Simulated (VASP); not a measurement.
The system is NiO.

```
Ni O
1.0
     0.00000    2.13355    2.13355
     2.13355    0.00000    2.13355
     2.13355    2.13355    0.00000
Ni O
1 1
Direct
  0.00000 0.00000 0.00000
  0.50000 0.50000 0.50000
```

| Property | Result |
| --- | --- |
| Program | VASP 6.6.1 |
| Task | relaxation of cell and atoms |
| Functional | PBE |
| Potentials or basis | VASP PAW PBE potentials, release 64 (Ni, O) |
| Cutoff | 600 eV |
| k mesh | 12 × 12 × 12 |
| Occupations | gaussian, width 0.02 eV |
| Spin | collinear spin, ferromagnetic start |
| Starting moments | [1.91, 0.21] μB |
| Hubbard terms | Ni d U = 6.2 eV |

At the start: pressure -8.4 GPa; volume 9.71 Å³/atom.

Problem. Where does the relaxation end?

Solution. Over 3 steps the energy falls by 13.2 meV/atom and the volume is 9.23 Å³/atom (-5.0 %); space group Fm-3m (No. 225, to 0.05 Å); moment 2.00 μB per cell.

Step by step:
| step | energy change (eV) | largest force (eV/Å) | pressure (GPa) | volume (Å³) |
| --- | --- | --- | --- | --- |
| 1 | 0.0000 | 0.0000 | -8.41 | 19.42 |
| 2 | -0.0205 | 0.0000 | 4.50 | 18.03 |
| 3 | -0.0264 | 0.0000 | 0.00 | 18.46 |

Final structure:
```cif
data_structure
_symmetry_space_group_name_H-M 'P 1'
_symmetry_Int_Tables_number 1
_cell_length_a 2.9664
_cell_length_b 2.9664
_cell_length_c 2.9664
_cell_angle_alpha 60.000
_cell_angle_beta 60.000
_cell_angle_gamma 60.000
_cell_volume 18.46
loop_
_atom_site_label
_atom_site_type_symbol
_atom_site_fract_x
_atom_site_fract_y
_atom_site_fract_z
_atom_site_occupancy
Ni1 Ni 0.00000 0.00000 0.00000 1
O1 O 0.50000 0.50000 0.50000 1
```

Caveat: a cell with one magnetic atom can't hold antiferromagnetic order, which such compounds often take.
